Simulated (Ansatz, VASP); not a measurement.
Two plane-wave programs on TaBr4F

INCAR

```
PREC     = Accurate       # precision mode
ENCUT    = 600            # plane-wave cutoff, eV
EDIFF    = 1E-6           # SCF threshold, eV
ISMEAR   = 0              # smearing method
SIGMA    = 0.1            # smearing width, eV
LREAL    = F              # projectors in reciprocal space
LASPH    = T              # aspherical terms in the spheres
NELM     = 120            # most SCF steps
ALGO     = Normal         # electronic algorithm
ISIF     = 2              # what is computed and relaxed
LWAVE    = F              # write WAVECAR
LCHARG   = F              # write CHGCAR
GGA      = PE             # functional
NBANDS   = 32             # bands
GGA_COMPAT= F
```

Contents of KPOINTS:

```
Automatic mesh
0
Gamma
  4 4 4
```

File POSCAR:

```
TaBr4F
1.0
    0.0000000000      4.4257856600      4.4257856600
    4.4257856600      0.0000000000      4.4257856600
    4.4257856600      4.4257856600      0.0000000000
Ta Br F
1 4 1
Direct
    0.7500000000      0.7500000000      0.7500000000
    0.8751070200      0.3749643300      0.3749643300
    0.3749643300      0.3749643300      0.3749643300
    0.3749643300      0.8751070200      0.3749643300
    0.3749643300      0.3749643300      0.8751070200
    0.0000000000      0.0000000000      0.0000000000
```

Input for Ansatz:

```yaml
crystal:
  lattice:
    - [0.0, 4.42578566, 4.42578566]
    - [4.42578566, 0.0, 4.42578566]
    - [4.42578566, 4.42578566, 0.0]
  atoms:
    - { symbol: Ta, position: [0.75, 0.75, 0.75] }
    - { symbol: Br, position: [0.87510702, 0.37496433, 0.37496433] }
    - { symbol: Br, position: [0.37496433, 0.37496433, 0.37496433] }
    - { symbol: Br, position: [0.37496433, 0.87510702, 0.37496433] }
    - { symbol: Br, position: [0.37496433, 0.37496433, 0.87510702] }
    - { symbol: F, position: [0.0, 0.0, 0.0] }
basis:
  ecutwfc: 420
kpoints:
  mp_grid: { grid: [4, 4, 4] }
hamiltonian:
  xc: pbe
scf:
  occupations: { method: gaussian, width: 0.1 }
  lower_state_search: "off"
output:
  forces: true
  stress: true
  eigenvalues: true
```

Change from the starting cell: species swapped into the HfTiW4 type (F-43m, No. 216).

Alike in both runs: task single point; functional PBE; k mesh 4 × 4 × 4; occupations gaussian, width 0.1 eV; no spin polarisation.

|  | VASP | Ansatz |
| --- | --- | --- |
| version | VASP 6.6.1 | Ansatz 0.2.0 |
| potentials or method | VASP PAW PBE potentials, release 64 (Ta_pv, Br, F), cutoff 600 eV | scalar-relativistic, plane waves, PAW |
| valence electrons in the cell | 46 | 48 |

```csv
,VASP,Ansatz,Ansatz less VASP
gap on the k mesh at the Fermi level (eV),none,none,-
pressure (GPa),-5.4,-5.4,+0.02
rms of the force components (eV/Å),0.036,0.036,+0.0001
```

Atom by atom the forces differ by 0.000 eV/Å (rms over components). A gap of «none» marks a metal or a gap that the smearing closes. With one functional, cell and mesh, what is left measures potentials, basis and numerics. VASP's potentials hold 46 valence electrons a cell and Ansatz's 48, so a difference there can come from the potentials and not from the codes.

Spin-orbit coupling is off throughout.
